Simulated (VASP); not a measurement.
# Nb3N in VASP: relaxation of the atoms with PBE

Aim: the relaxation of the atoms of Nb3N with PBE.

Program: VASP 6.6.1. These are calculated values, not measurements. Logs are shortened: lines on timing, memory, paths and dates and some standing lists are left out, and cuts for length are marked.

## 1. The cell of the first run

The cell holds a slab with vacuum, 4 atoms: a = 2.983 Å, b = 2.983 Å, c = 19.745 Å, α = 90.00°, β = 90.00°, γ = 90.00°.

## 2. Relaxation of the atoms, PBE

Contents of INCAR:

```
SYSTEM = Nb3N
  PREC = Accurate
  ENCUT = 520
  EDIFF = 1E-6
  ISMEAR = 0
  SIGMA = 0.1
  LREAL = .FALSE.
  LASPH = .TRUE.
  NELM = 60
  ALGO = Normal
  ISIF = 2
  LWAVE = .FALSE.
  LCHARG = .FALSE.
  LDIPOL = .TRUE.
  IDIPOL = 3
  DIPOL = 0.5 0.5 0.344
  GGA = PE
  IBRION = 2
  NSW = 36
  EDIFFG = -0.025
```

Contents of KPOINTS:

```
regular mesh
0
G
  9 9 1
  0 0 0
```

Contents of POSCAR:

```
Nb3N
1.0
    2.9829001615      0.0000000000      0.0000000000
    0.0000000000      2.9829001615      0.0000000000
    0.0000000000      0.0000000000     19.7446861459
Nb N
3 1
Selective dynamics
Direct
    0.5000000000      0.5000000000      0.2025861526  F F F
    0.0000000000      0.0000000000      0.3100743693  F F F
    0.5000000000      0.5000000000      0.4175648114  F F F
    1.0000000000      1.0000000000      0.4449139420  F F T
```

Potentials or basis: VASP PAW PBE potentials, release 64 (Nb_sv, N).

Launch:

```bash
$ cat potpaw_PBE.64/Nb_sv/POTCAR potpaw_PBE.64/N/POTCAR > POTCAR
$ mpirun -np 1 vasp_std > vasp.out
```

OUTCAR:

```text
SYSTEM = Nb3N
   PREC = Accurate
   ENCUT = 520
   EDIFF = 1E-6
   ISMEAR = 0
   LREAL = .FALSE.
   LASPH = .TRUE.
   NELM = 60
   ISIF = 2
   GGA = PE
   IBRION = 2
   NSW = 36
   EDIFFG = -0.025

 ion  position               nearest neighbor table
   1  0.500  0.500  0.203-   2 2.99   2 2.99   2 2.99   2 2.99
   2  0.000  0.000  0.310-   1 2.99   1 2.99   1 2.99   1 2.99   3 2.99   3 2.99   3 2.99   3 2.99

   3  0.500  0.500  0.418-   4 2.18   4 2.18   4 2.18   4 2.18   2 2.99   2 2.99   2 2.99   2 2.99

   4  0.000  0.000  0.445-   3 2.18   3 2.18   3 2.18   3 2.18

  LATTYP: Found a simple tetragonal cell.
 ALAT       =     2.9829001615
 C/A-ratio  =     6.6192916547

  Lattice vectors:

 A1 = (   2.9829001615,   0.0000000000,   0.0000000000)
 A2 = (   0.0000000000,   2.9829001615,   0.0000000000)
 A3 = (   0.0000000000,   0.0000000000,  19.7446861459)

Analysis of symmetry for initial positions (statically):
=====================================================================
 Subroutine PRICEL returns:
 Original cell was already a primitive cell.

 Routine SETGRP: Setting up the symmetry group for a
 simple tetragonal supercell.

 Subroutine GETGRP returns: Found  8 space group operations
 (whereof  8 operations were pure point group operations)
 out of a pool of 16 trial point group operations.

The static configuration has the point symmetry C_4v.

Analysis of symmetry for dynamics (positions and initial velocities):
=====================================================================
 Subroutine PRICEL returns:
 Original cell was already a primitive cell.

 Routine SETGRP: Setting up the symmetry group for a
 simple tetragonal supercell.

 Subroutine GETGRP returns: Found  8 space group operations
 (whereof  8 operations were pure point group operations)
 out of a pool of 16 trial point group operations.

The dynamic configuration has the point symmetry C_4v.

Analysis of constrained symmetry for selective dynamics:
=====================================================================
 Subroutine PRICEL returns:
 Original cell was already a primitive cell.

 Routine SETGRP: Setting up the symmetry group for a
 simple tetragonal supercell.

 Subroutine GETGRP returns: Found  8 space group operations
 (whereof  8 operations were pure point group operations)
 out of a pool of 16 trial point group operations.

The constrained configuration has the point symmetry C_4v.

 Subroutine INISYM returns: Found  8 space group operations
 (whereof  8 operations are pure point group operations),
 and found     1 'primitive' translations

----------------------------------------------------------------------------------------

                                     Primitive cell

  volume of cell :     175.6822

  direct lattice vectors                    reciprocal lattice vectors
     2.982900161  0.000000000  0.000000000     0.335244207  0.000000000  0.000000000
     0.000000000  2.982900161  0.000000000     0.000000000  0.335244207  0.000000000
     0.000000000  0.000000000 19.744686146     0.000000000  0.000000000  0.050646538

  length of vectors
     2.982900161  2.982900161 19.744686146     0.335244207  0.335244207  0.050646538

  position of ions in fractional coordinates (direct lattice)
     0.500000000  0.500000000  0.202586153
     0.000000000  0.000000000  0.310074369
     0.500000000  0.500000000  0.417564811
     0.000000000  0.000000000  0.444913942

  ion indices of the primitive-cell ions
   primitive index   ion index
                 1           1
                 2           2
[... 26 lines left out ...]

 Found     15 irreducible k-points:

 Following reciprocal coordinates:
            Coordinates               Weight
  0.000000  0.000000  0.000000      1.000000
  0.111111  0.000000  0.000000      4.000000
  0.222222  0.000000  0.000000      4.000000
  0.333333  0.000000  0.000000      4.000000
  0.444444  0.000000  0.000000      4.000000
  0.111111  0.111111  0.000000      4.000000
  0.222222  0.111111  0.000000      8.000000
  0.333333  0.111111  0.000000      8.000000
  0.444444  0.111111  0.000000      8.000000
  0.222222  0.222222  0.000000      4.000000
  0.333333  0.222222  0.000000      8.000000
  0.444444  0.222222  0.000000      8.000000
  0.333333  0.333333  0.000000      4.000000
  0.444444  0.333333  0.000000      8.000000
  0.444444  0.444444  0.000000      4.000000
   k-points           NKPTS =     15   k-points in BZ     NKDIM =     15   number of bands    NBANDS=     26
   number of dos      NEDOS =    301   number of ions     NIONS =      4
   total plane-waves  NPLWV =  86400
   dimension x,y,z NGX =    24 NGY =   24 NGZ =  150
   dimension x,y,z NGXF=    48 NGYF=   48 NGZF=  300
   ions per type =               3   1
   NGX,Y,Z   is equivalent  to a cutoff of  13.38, 13.38, 12.63 a.u.
   NGXF,Y,Z  is equivalent  to a cutoff of  26.75, 26.75, 25.26 a.u.
 SYSTEM =  Nb3N
   PREC   = accura    normal or accurate (medium, high low for compatibility)
   ISTART =      0    job   : 0-new  1-cont  2-samecut
   ICHARG =      2    charge: 1-file 2-atom 10-const
   ISPIN  =      1    spin polarized calculation?
   LNONCOLLINEAR =      F non collinear calculations
   LSORBIT =      F    spin-orbit coupling
   LASPH  =      T    aspherical Exc in radial PAW
   ENCUT  =  520.0 eV  38.22 Ry    6.18 a.u.   5.55  5.55 36.71*2*pi/ulx,y,z
   NELM   =     60;   NELMIN=  2; NELMDL= -5     # of ELM steps
   EDIFF  = 0.1E-05   stopping-criterion for ELM
   LREAL  =      F    real-space projection
   EDIFFG = -.3E-01   stopping-criterion for IOM
   NSW    =     36    number of steps for IOM
   IBRION =      2    ionic relax: 0-MD 1-quasi-New 2-CG
   NFREE  =      1    steps in history (QN), initial steepest desc. (CG)
   ISIF   =      2    stress and relaxation
   ISYM   =      2    0-nonsym 1-usesym 2-fastsym
   POTIM  = 0.5000    time-step for ionic-motion
   TEBEG  =    0.0;   TEEND  =   0.0 temperature during run
   PSTRESS=    0.0 pullay stress
   NELECT =      44.0000    total number of electrons
   NUPDOWN=      -1.0000    fix difference up-down
   EMIN   =  10.00;   EMAX   =-10.00  energy-range for DOS
   EFERMI =   0.00;   METHOD = LEGACY
   ISMEAR =     0;   SIGMA  =   0.10  broadening in eV -4-tet -1-fermi 0-gaus
   EFERMI_NEDOS =   21; number of points for ismear=-14 and -15
   IALGO  =     38    algorithm
   IMIX   =      4    mixing-type and parameters
     AMIX     =   0.40;   BMIX     =  1.00
     AMIX_MAG =   1.60;   BMIX_MAG =  1.00
  volume/ion in A,a.u.               =      43.92       296.39
  Fermi-wavevector in a.u.,A,eV,Ry     =   1.031929  1.950063 14.488538  1.064878
  Thomas-Fermi vector in A             =   2.166102
   LORBIT       =      0    0 simple, 1 ext, 2 COOP (PROOUT), +10 PAW based schemes
   GGA     = PE    functional components
   LHFCALC =     F    Hartree Fock is set to
   AEXX    =    0.0000 exact exchange contribution
   IVDW    =     0    specifies the selected vdW correction
   LEPSILON=     F    determine dielectric tensor
   LRPA    =     F    only Hartree local field effects (RPA)
 conjugate gradient relaxation of ions
 non-spin polarized calculation
 Gauss-broadening in eV      SIGMA  =   0.10
  energy-cutoff  :      520.00
  volume of cell :      175.68
 maximum number of plane-waves:      4765
 NGX is ok and might be reduce to    24
   NGX = 11   NGY = 11   NGZ = 73

--------------------------------------- Ionic step        1  -------------------------------------------

 number of electron      44.0000008 magnetization

 Free energy of the ion-electron system (eV)
  ---------------------------------------------------
  ext. energy  EPLUGINS =         0.00000000
  ---------------------------------------------------
  free energy    TOTEN  =       -38.89905698 eV

  energy without entropy =      -38.88814254  energy(sigma->0) =      -38.89359976

------------------------ aborting loop because EDIFF is reached ----------------------------------------

 vacuum level on the upper side and lower side of the slab       (xc-potential included)        -0.278        -0.151

  FORCE on cell =-STRESS in cart. coord.  units (eV):
  Direction    XX          YY          ZZ          XY          YZ          ZX
  --------------------------------------------------------------------------------------
  -------------------------------------------------------------------------------------
  Total       -5.5617332     -5.5617332     -1.2790585      0.0000000      0.0000000     -0.0000000
  in kB      -50.7216143    -50.7216143    -11.6646934      0.0000000      0.0000000     -0.0000000
  external PRESSURE =     -37.7026406 kB  Pullay stress =       0.0000000 kB
[... 57 lines left out ...]
  FREE ENERGIE OF THE ION-ELECTRON SYSTEM (eV)
  ---------------------------------------------------
  free  energy   TOTEN  =       -39.0199010030 eV

  energy  without entropy=      -39.0087880365  energy(sigma->0) =      -39.01434452

 dipolmoment           0.000000      0.000000      0.009790 electrons x Angstroem

--------------------------------------- Ionic step        3  -------------------------------------------

 number of electron      44.0000006 magnetization

------------------------ aborting loop because EDIFF is reached ----------------------------------------
[... 33 lines left out ...]
--------------------------------------- Ionic step        4  -------------------------------------------

 number of electron      44.0000007 magnetization

 dipolmoment           0.000000      0.000000     -0.047416 electrons x Angstroem

 Free energy of the ion-electron system (eV)
  ---------------------------------------------------
  ext. energy  EPLUGINS =         0.00000000
  ---------------------------------------------------
  free energy    TOTEN  =       -39.12613185 eV

  energy without entropy =      -39.12142384  energy(sigma->0) =      -39.12377785

 E-fermi :   1.6370     XC(G=0):  -5.2784

 val. band max:        1.5389143525   @ k =   0.3333   0.0000   0.0000
 cond. band min:       1.7493112212   @ k =   0.2222   0.1111   0.0000
 fundamental gap:      0.2103968686
 Fermi energy:         1.6369861019

 k-point     1 :       0.0000    0.0000    0.0000
  band No.  band energies     occupation
      1     -54.0689      2.00000
      2     -53.3399      2.00000
      3     -53.2184      2.00000
      4     -30.1909      2.00000
      5     -29.8995      2.00000
      6     -29.8995      2.00000
[... 424 lines left out ...]
     25       4.1635      0.00000
     26       4.3367      0.00000

------------------------ aborting loop because EDIFF is reached ----------------------------------------

 vacuum level on the upper side and lower side of the slab       (xc-potential included)        -0.764         0.206

  FORCE on cell =-STRESS in cart. coord.  units (eV):
  Direction    XX          YY          ZZ          XY          YZ          ZX
  --------------------------------------------------------------------------------------
  -------------------------------------------------------------------------------------
  Total       -3.5118802     -3.5118802     -0.0359556      0.0000000     -0.0000000      0.0000000
  in kB      -32.0274678    -32.0274678     -0.3279057      0.0000000     -0.0000000      0.0000000
  external PRESSURE =     -21.4609471 kB  Pullay stress =       0.0000000 kB
[... 19 lines left out ...]
  FREE ENERGIE OF THE ION-ELECTRON SYSTEM (eV)
  ---------------------------------------------------
  free  energy   TOTEN  =       -39.1261318509 eV

  energy  without entropy=      -39.1214238428  energy(sigma->0) =      -39.12377785

 reached required accuracy - stopping structural energy minimisation

 vacuum level on the upper side and lower side of the slab         4.536         5.531
```

It took 9.2 min on 1 thread of AMD EPYC 7R43 (Zen 3), shared host; peak memory 0.26 GiB.

Results:

```yaml
Free_energy: -39.1261 eV
Energy_gained_by_relaxing: 56.8 meV/atom
Ionic_steps: 4
Band_gap_on_the_k_mesh: zero (bands 22 and 23 overlap by 0.31 eV)
```

Step by step:
```
step  energy change (eV)  largest force on free atoms (eV/Å)  pressure (GPa)
   1              0.0000                              1.7483           -3.77
   2             -0.1208                              1.1341           -3.28
   3             -0.2243                              0.1784           -1.96
   4             -0.2271                              0.0067           -2.15
```

Final structure:
```yaml
crystal:
  lattice:
    - [2.98290, 0.00000, 0.00000]
    - [0.00000, 2.98290, 0.00000]
    - [0.00000, 0.00000, 19.74469]
  atoms:
    - { symbol: Nb, position: [0.50000, 0.50000, 0.20259] }
    - { symbol: Nb, position: [0.00000, 0.00000, 0.31007] }
    - { symbol: Nb, position: [0.50000, 0.50000, 0.41756] }
    - { symbol: N, position: [0.00000, 0.00000, 0.43095] }
```

Levels at points of the mesh, in eV from the Fermi level:
```csv
k point,band 19,band 20,band 21,band 22,band 23,band 24,band 25,band 26
"(0.00, 0.00, 0.00)",-2.60,-2.37,-0.86,-0.57,0.17,0.17,0.36,1.77
```

The gap in the log of VASP goes by the Fermi energy; the results here count the filled bands.